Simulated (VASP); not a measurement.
# Mg8O9 (a cell with a defect) in VASP: a series of runs, part 2 of 3

VASP 6.6.1.

## Step 4: Single point, PBEsol, collinear spin, zero start

File INCAR:

```
  PREC = Accurate
  ENCUT = 520
  EDIFF = 1E-6
  ISMEAR = 0
  SIGMA = 0.05
  LREAL = Auto
  LASPH = True
  NELM = 150
  ALGO = Normal
  ISIF = 2
  LWAVE = False
  LCHARG = True
  ISPIN = 2
  MAGMOM = 0 0 0 0 0 0 0 0 0 0 0 0 0 0 0 0 0
  LORBIT = 11
  GGA = PS
  LELF = True
  LVHAR = True
  NBANDS = 53
```

File KPOINTS:

```
regular mesh
0
Gamma
  2 2 2
```

File POSCAR:

```
Mg8O9
1.0
    0.0000000000      3.8900000000      3.8900000000
    3.8900000000      0.0000000000      3.8900000000
    3.8900000000      3.8900000000      0.0000000000
Mg O
8 9
Direct
   -0.0436269923      0.0292437018      0.0319907455
   -0.0351966581      0.0211357326      0.4974419023
   -0.0030551414      0.5113538560      0.0029078406
   -0.0091124679      0.5052975578      0.5037047558
    0.4805861183     -0.0050498715      0.0137771208
    0.4744308483     -0.0111519280      0.5254375321
    0.5147916452      0.4707983290      0.0319006427
    0.5068084833      0.4790933162      0.4973125964
    0.2385119537      0.2480937018      0.2610124679
    0.2327884319      0.2522894602      0.7618521851
    0.2357205656      0.7501634961      0.2695043702
    0.2358517995      0.7500260925      0.6532569409
    0.7355024422      0.2500312339      0.2682942159
    0.7357307198      0.2501132391      0.7614394602
    0.7336928021      0.7529077121      0.2610195373
    0.7378907455      0.7471897172      0.7618460154
    1.2357559126      0.7505695373      0.8962160668
```

Potentials or basis: VASP PAW PBE potentials, release 64 (Mg, O).

Run with:

```sh
> cat potpaw_PBE.64/Mg/POTCAR potpaw_PBE.64/O/POTCAR > POTCAR
> mpirun -np 1 vasp_std > vasp.out
```

OUTCAR:

```text
PREC = Accurate
   ENCUT = 520
   EDIFF = 1E-6
   ISMEAR = 0
   LREAL = Auto
   LASPH = True
   NELM = 150
   ISIF = 2
   ISPIN = 2
   LORBIT = 11
   GGA = PS

 ion  position               nearest neighbor table
   1  0.956  0.029  0.032-  17 1.71  13 1.78  14 1.92  15 1.95  10 1.95  11 2.02   7 2.43   2 2.56
                            12 2.59   6 2.69   3 2.69   4 2.75   5 2.75   5 2.77   4 2.77   3 2.82
   2  0.965  0.021  0.497-  12 1.72  13 1.78  14 1.92  11 1.95   9 1.95  16 1.95   8 2.52   1 2.56
                            17 2.65   3 2.71   6 2.71   4 2.75   5 2.75   5 2.76   4 2.76   6 2.80
   3  0.997  0.511  0.003-  15 1.95   9 1.95  16 1.95  10 1.95  12 1.96  17 2.00  13 2.03   1 2.69
                             7 2.69   8 2.71   2 2.71   4 2.72   5 2.75   5 2.75   4 2.78   2 2.80
   4  0.991  0.505  0.504-  11 1.91  15 1.94   9 1.95  16 1.95  10 1.95  14 1.99   3 2.72   1 2.75
                             7 2.75   8 2.75   2 2.75   6 2.75   6 2.75   2 2.76   8 2.76  17 2.76
   5  0.481  0.995  0.014-  11 1.91  16 1.94  10 1.94  15 1.95   9 1.95  14 1.99   6 2.72   1 2.75
                             7 2.75   8 2.75   2 2.75   3 2.75   3 2.75  17 2.76   2 2.76   8 2.76
   6  0.474  0.989  0.525-  10 1.95  16 1.95   9 1.95  15 1.95  12 1.95  17 1.99  13 2.03   1 2.69
                             7 2.69   8 2.71   2 2.71   5 2.72   4 2.75   4 2.75   5 2.78   2 2.80
   7  0.515  0.471  0.032-  17 1.71  13 1.78  14 1.92   9 1.95  16 1.95  11 2.02   1 2.43   8 2.56
                            12 2.59   6 2.69   3 2.69   4 2.75   5 2.75   5 2.77   4 2.77   3 2.82
   8  0.507  0.479  0.497-  12 1.72  13 1.78  14 1.92  11 1.95  15 1.95  10 1.95   2 2.52   7 2.56
                            17 2.65   3 2.71   6 2.71   4 2.75   5 2.75   5 2.76   4 2.76   6 2.80
   9  0.239  0.248  0.261-   4 1.95   3 1.95   5 1.95   6 1.95   7 1.95   2 1.95
  10  0.233  0.252  0.762-   5 1.94   4 1.95   6 1.95   3 1.95   1 1.95   8 1.95
  11  0.236  0.750  0.270-   5 1.91   4 1.91   2 1.95   8 1.95   1 2.02   7 2.02
  12  0.236  0.750  0.653-  17 1.34   8 1.72   2 1.72   6 1.95   3 1.96   7 2.59   1 2.59
  13  0.736  0.250  0.268-   1 1.78   7 1.78   8 1.78   2 1.78   6 2.03   3 2.03
  14  0.736  0.250  0.761-   7 1.92   1 1.92   2 1.92   8 1.92   5 1.99   4 1.99
  15  0.734  0.753  0.261-   4 1.94   3 1.95   5 1.95   6 1.95   1 1.95   8 1.95
  16  0.738  0.747  0.762-   5 1.94   4 1.95   6 1.95   3 1.95   7 1.95   2 1.95
  17  0.236  0.751  0.896-  12 1.34   1 1.71   7 1.71   6 1.99   3 2.00   2 2.65   8 2.65   5 2.76
                             4 2.76

  LATTYP: Found a face centered cubic cell.
 ALAT       =     7.7800000000

  Lattice vectors:

 A1 = (   0.0000000000,   3.8900000000,   3.8900000000)
 A2 = (   3.8900000000,   0.0000000000,   3.8900000000)
 A3 = (   3.8900000000,   3.8900000000,   0.0000000000)

Analysis of symmetry for initial positions (statically):
=====================================================================
 Subroutine PRICEL returns:
 Original cell was already a primitive cell.

 Routine SETGRP: Setting up the symmetry group for a
 face centered cubic supercell.

 Subroutine GETGRP returns: Found  1 space group operations
 (whereof  1 operations were pure point group operations)
 out of a pool of 48 trial point group operations.

The static configuration has the point symmetry C_1 .

Analysis of symmetry for dynamics (positions and initial velocities):
=====================================================================
 Subroutine PRICEL returns:
 Original cell was already a primitive cell.

 Routine SETGRP: Setting up the symmetry group for a
 face centered cubic supercell.

 Subroutine GETGRP returns: Found  1 space group operations
 (whereof  1 operations were pure point group operations)
[... 150 lines left out ...]
  volume/ion in A,a.u.               =       6.93        46.73
  Fermi-wavevector in a.u.,A,eV,Ry     =   1.376622  2.601438 25.784224  1.895087
  Thomas-Fermi vector in A             =   2.501850
   LORBIT       =     11    0 simple, 1 ext, 2 COOP (PROOUT), +10 PAW based schemes
   GGA     = PS    functional components
   LHFCALC =     F    Hartree Fock is set to
   AEXX    =    0.0000 exact exchange contribution
   IVDW    =     0    specifies the selected vdW correction
   LEPSILON=     F    determine dielectric tensor
   LRPA    =     F    only Hartree local field effects (RPA)
 spin polarized calculation
 Gauss-broadening in eV      SIGMA  =   0.05
  energy-cutoff  :      520.00
  volume of cell :      117.73
 maximum number of plane-waves:      3218
 NGX is ok and might be reduce to    42
   NGX = 21   NGY = 21   NGZ = 21

 number of electron      70.0000000 magnetization      -0.0000000

 number of electron      70.0000000 magnetization       0.0000000

 Free energy of the ion-electron system (eV)
  ---------------------------------------------------
  ext. energy  EPLUGINS =         0.00000000
  ---------------------------------------------------
  free energy    TOTEN  =       -92.36503672 eV

  energy without entropy =      -92.36503672  energy(sigma->0) =      -92.36503672

 E-fermi :   7.4379     XC(G=0): -12.8066

 val. band max:        7.1164463882   @ k =   0.5000   0.5000   0.0000
 cond. band min:      12.8968182091   @ k =   0.0000   0.0000   0.0000
 fundamental gap:      5.7803718209
 Fermi energy:         7.4378830944

 spin component 1

 k-point     1 :       0.0000    0.0000    0.0000
  band No.  band energies     occupation
      1     -17.6547      1.00000
      2     -12.9390      1.00000
      3     -11.6084      1.00000
      4     -11.0037      1.00000
      5     -10.7949      1.00000
      6     -10.7786      1.00000
[... 389 lines left out ...]
     46      18.2799      0.00000
     47      18.2965      0.00000
 Fermi energy:         7.4378830944

 spin component 2

 k-point     1 :       0.0000    0.0000    0.0000
  band No.  band energies     occupation
      1     -17.6547      1.00000
      2     -12.9390      1.00000
      3     -11.6084      1.00000
      4     -11.0037      1.00000
      5     -10.7949      1.00000
      6     -10.7786      1.00000
[... 389 lines left out ...]
     46      18.2799      0.00000
     47      18.2965      0.00000
 [bands above 47 left out]

------------------------ aborting loop because EDIFF is reached ----------------------------------------

  FORCE on cell =-STRESS in cart. coord.  units (eV):
  Direction    XX          YY          ZZ          XY          YZ          ZX
  --------------------------------------------------------------------------------------
  -------------------------------------------------------------------------------------
  Total       78.9215577     78.7747725     54.1602943      1.0085644      0.0025021      0.0179025
  in kB     1074.0572503   1072.0596258    737.0768966     13.7257284      0.0340520      0.2436385
  external PRESSURE =     961.0645909 kB  Pullay stress =       0.0000000 kB

 VOLUME and BASIS-vectors are now :
 -----------------------------------------------------------------------------
  energy-cutoff  :      520.00
  volume of cell :      117.73
      direct lattice vectors                 reciprocal lattice vectors
     0.000000000  3.890000000  3.890000000    -0.128534704  0.128534704  0.128534704
     3.890000000  0.000000000  3.890000000     0.128534704 -0.128534704  0.128534704
     3.890000000  3.890000000  0.000000000     0.128534704  0.128534704 -0.128534704

 POSITION                                       TOTAL-FORCE (eV/Angst)
 -----------------------------------------------------------------------------------
      0.23820      3.84473      3.83405        -0.028522      0.038818      0.005608
      2.01727      5.68813      3.83530         0.097119     -0.122160     -0.006483
      2.00048      3.88943      5.86728         0.002312      0.002375      0.101360
      3.92502      5.81396      5.82016         0.092094      0.093792     -0.028127
      3.92395      1.92307      5.73984         0.104479      0.105107      0.025370
      5.89057      3.88949      5.69215         0.001134      0.003076     -0.087629
[... 9 lines left out ...]
      5.87015      5.83398      5.77696         0.089114      0.000804      0.013413
      6.40600      4.40337      3.83681         0.107146      0.169998     -0.012976
 -----------------------------------------------------------------------------------
    total drift:                                0.003623     -0.000486     -0.001063

  FREE ENERGIE OF THE ION-ELECTRON SYSTEM (eV)
  ---------------------------------------------------
  free  energy   TOTEN  =       -92.3650367180 eV

  energy  without entropy=      -92.3650367180  energy(sigma->0) =      -92.36503672

 total charge

# of ion       s       p       d       tot
------------------------------------------
    1        0.227   0.345   0.194   0.765
    2        0.224   0.343   0.193   0.759
    3        0.185   0.270   0.148   0.604
    4        0.193   0.279   0.146   0.618
    5        0.193   0.279   0.145   0.618
    6        0.185   0.270   0.149   0.604
[... 9 lines left out ...]
   16        1.546   3.700   0.000   5.247
   17        1.612   3.697   0.000   5.308
--------------------------------------------------
tot         15.717  35.877   1.360  52.955

 magnetization (x)

# of ion       s       p       d       tot
------------------------------------------
    1       -0.000  -0.000   0.000  -0.000
    2       -0.000  -0.000  -0.000  -0.000
    3        0.000   0.000   0.000   0.000
    4        0.000   0.000   0.000   0.000
    5        0.000   0.000   0.000   0.000
    6        0.000  -0.000  -0.000  -0.000
[... 9 lines left out ...]
   16        0.000  -0.000   0.000  -0.000
   17        0.000   0.000   0.000   0.000
--------------------------------------------------
tot          0.000  -0.000   0.000  -0.000
```

Wall time 2.6 min (1 thread of Intel Xeon 6975P-C (Granite Rapids), shared host); peak memory 0.33 GiB.

Results:

* Free energy: -92.3650 eV
* Pressure: 96.1 GPa
* Largest force: 0.565 eV/Å
* Band gap on the k mesh: 5.78 eV
* Net moment: 0.00 μB per cell
* Valence electrons inside the program's atomic spheres: Mg 0.77, 0.76, 0.60, 0.62; O 5.25, 5.26, 5.31, 5.36, 5.24

Forces in eV/Å, atoms in the order of the input:
```
Mg  -0.029  0.039  0.006
Mg   0.097 -0.122 -0.006
Mg   0.002  0.002  0.101
Mg   0.092  0.094 -0.028
Mg   0.104  0.105  0.025
Mg   0.001  0.003 -0.088
Mg   0.053 -0.073  0.012
Mg  -0.092  0.095 -0.003
O    0.085  0.008 -0.020
O    0.000  0.089  0.018
O   -0.099 -0.098 -0.002
O   -0.397 -0.402 -0.006
O   -0.082 -0.056  0.009
O    0.059  0.059 -0.002
O    0.008  0.085 -0.017
O    0.089  0.001  0.013
O    0.107  0.170 -0.013
```

Levels at points of the mesh, in eV from the valence-band top:
Spin up:
| k point | band 32 | band 33 | band 34 | band 35 | band 36 | band 37 | band 38 | band 39 |
| --- | --- | --- | --- | --- | --- | --- | --- | --- |
| (0.00, 0.00, 0.00) | -1.93 | -1.59 | -1.56 | -1.47 | 5.78 | 7.03 | 7.17 | 7.35 |
| (0.50, 0.00, 0.00) | -1.97 | -1.89 | -1.82 | -0.29 | 7.59 | 7.62 | 8.23 | 8.91 |
| (0.00, 0.50, 0.00) | -1.97 | -1.89 | -1.82 | -0.29 | 7.59 | 7.62 | 8.23 | 8.91 |
| (0.00, 0.00, 0.50) | -2.00 | -1.24 | -0.91 | -0.80 | 6.19 | 7.72 | 7.78 | 8.84 |
| (0.50, 0.50, 0.50) | -2.00 | -1.24 | -0.91 | -0.79 | 6.18 | 7.72 | 7.78 | 8.84 |
| (0.50, 0.50, 0.00) | -2.27 | -2.26 | -0.68 | 0.00 | 7.61 | 8.98 | 9.17 | 9.48 |
| (0.00, 0.50, 0.50) | -2.07 | -1.28 | -0.82 | -0.74 | 6.22 | 9.09 | 9.20 | 9.60 |
| (0.50, 0.00, 0.50) | -2.07 | -1.28 | -0.82 | -0.75 | 6.22 | 9.09 | 9.20 | 9.60 |
Spin down:
```
           k point  band 32  band 33  band 34  band 35  band 36  band 37  band 38  band 39
(0.00, 0.00, 0.00)    -1.93    -1.59    -1.56    -1.47     5.78     7.03     7.17     7.35
(0.50, 0.00, 0.00)    -1.97    -1.89    -1.82    -0.29     7.59     7.62     8.23     8.91
(0.00, 0.50, 0.00)    -1.97    -1.89    -1.82    -0.29     7.59     7.62     8.23     8.91
(0.00, 0.00, 0.50)    -2.00    -1.24    -0.91    -0.80     6.19     7.72     7.78     8.84
(0.50, 0.50, 0.50)    -2.00    -1.24    -0.91    -0.79     6.18     7.72     7.78     8.84
(0.50, 0.50, 0.00)    -2.27    -2.26    -0.68     0.00     7.61     8.98     9.17     9.48
(0.00, 0.50, 0.50)    -2.07    -1.28    -0.82    -0.74     6.22     9.09     9.20     9.60
(0.50, 0.00, 0.50)    -2.07    -1.28    -0.82    -0.75     6.22     9.09     9.20     9.60
```

Caveat: the k points lie up to 0.70 Å⁻¹ apart; the PAW data sets were made with another functional, which shifts forces and pressure a little.

## Step 5: Single point, PBEsol, collinear spin

File INCAR:

```
SYSTEM = Mg8O9
PREC = Accurate
ENCUT = 520
EDIFF = 1E-6
ISMEAR = 0
SIGMA = 0.05
LREAL = Auto
LASPH = .TRUE.
NELM = 150
ALGO = Normal
ISIF = 2
LWAVE = .FALSE.
LCHARG = .FALSE.
ISPIN = 2
MAGMOM = 0 0 0 0 0 0 0 0 0 0 0 0 0 0 0 0 1
LORBIT = 11
GGA = PS
NBANDS = 53
```

File KPOINTS:

```
Automatic mesh
0
G
  2 2 2
  0 0 0
```

File POSCAR:

```
Mg8O9
1.0
    0.0000000000      3.8900000000      3.8900000000
    3.8900000000      0.0000000000      3.8900000000
    3.8900000000      3.8900000000      0.0000000000
Mg O
8 9
Direct
   -0.0247074819      0.0180617232     -0.0324657683
    0.0047038014     -0.0191667656      0.4808332344
   -0.0119761994      0.4975617833     -0.0024382167
   -0.0247074819      0.4675342317      0.5180617232
    0.5102067328      0.0179492269     -0.0323772231
    0.4975716761     -0.0120014677      0.4879985323
    0.4807970953      0.5047386610      0.0047386610
    0.5102067328      0.4676227769      0.5179492269
    0.2427569371      0.2427864266      0.2427967239
    0.2428518397      0.2427736918      0.7427736918
    0.3643142599      0.7427666867      0.2427666867
    0.2427569371      0.7427967239      0.7427864266
    0.7427794928      0.2428214693      0.2428017815
    0.7425557491      0.2429530932      0.7429530932
    0.7426552140      0.7427796725      0.2427796725
    0.7427794928      0.7428017815      0.7428214693
    1.1209088324      0.7427653349      1.2427653349
```

Run with:

```sh
> cat potpaw_PBE.64/Mg/POTCAR potpaw_PBE.64/O/POTCAR > POTCAR
> mpirun -np 1 vasp_std > vasp.out
```

Wall time 2.4 min (1 thread of Intel Xeon 6975P-C (Granite Rapids), shared host); peak memory 0.32 GiB.

Results (log left out):

```yaml
Free_energy: -92.3935 eV
Pressure: 96.1 GPa
Largest_force: 0.315 eV/Å
Band_gap_on_the_k_mesh: 5.80 eV
Net_moment: 0.00 μB per cell
Valence_electrons_inside_the_program's_atomic_spheres: Mg 0.76, 0.60, 0.62; O 5.25, 5.31, 5.36
```

Forces on the atoms (eV/Å):
```
Mg  -0.002 -0.021 -0.001
Mg   0.000  0.000  0.000
Mg   0.027 -0.001 -0.001
Mg  -0.002 -0.001 -0.021
Mg   0.001  0.003  0.021
Mg  -0.022  0.000  0.000
Mg   0.003  0.000  0.000
Mg   0.001  0.021  0.003
O    0.002  0.003 -0.005
O    0.001 -0.007 -0.007
O    0.005  0.223  0.223
O    0.002 -0.005  0.003
O   -0.004 -0.001 -0.003
O   -0.011  0.000  0.000
O    0.003  0.004  0.004
O   -0.004 -0.003 -0.001
O    0.003 -0.216 -0.216
```

Stress tensor (GPa, compression positive):
```
 73.77   0.01   0.01
  0.01 107.21   1.46
  0.01   1.46 107.21
```

Levels at points of the mesh, in eV from the valence-band top:
Spin up:
```
           k point  band 32  band 33  band 34  band 35  band 36  band 37  band 38  band 39
(0.00, 0.00, 0.00)    -1.95    -1.57    -1.55    -1.45     5.80     7.04     7.19     7.37
(0.50, 0.00, 0.00)    -1.99    -1.24    -0.91    -0.78     6.16     7.73     7.80     8.86
(0.00, 0.50, 0.00)    -1.95    -1.89    -1.81    -0.29     7.59     7.61     8.25     8.92
(0.50, 0.50, 0.50)    -1.99    -1.24    -0.91    -0.78     6.16     7.73     7.80     8.86
(0.50, 0.50, 0.00)    -2.05    -1.28    -0.80    -0.75     6.19     9.12     9.20     9.66
(0.00, 0.50, 0.50)    -2.26    -2.25    -0.68     0.00     7.59     8.99     9.19     9.51
```
Spin down:
```csv
k point,band 33,band 34,band 35,band 36,band 37,band 38
"(0.00, 0.00, 0.00)",-1.57,-1.55,-1.45,5.80,7.04,7.19
"(0.50, 0.00, 0.00)",-1.24,-0.91,-0.78,6.16,7.73,7.80
"(0.00, 0.50, 0.00)",-1.89,-1.81,-0.29,7.59,7.61,8.25
"(0.50, 0.50, 0.50)",-1.24,-0.91,-0.78,6.16,7.73,7.80
"(0.50, 0.50, 0.00)",-1.28,-0.80,-0.75,6.19,9.12,9.20
"(0.00, 0.50, 0.50)",-2.25,-0.68,0.00,7.58,8.99,9.19
```

Caveat: the k points lie up to 0.70 Å⁻¹ apart; the PAW data sets were made with another functional, which shifts forces and pressure a little.

(Continued in part 3 of 3.)
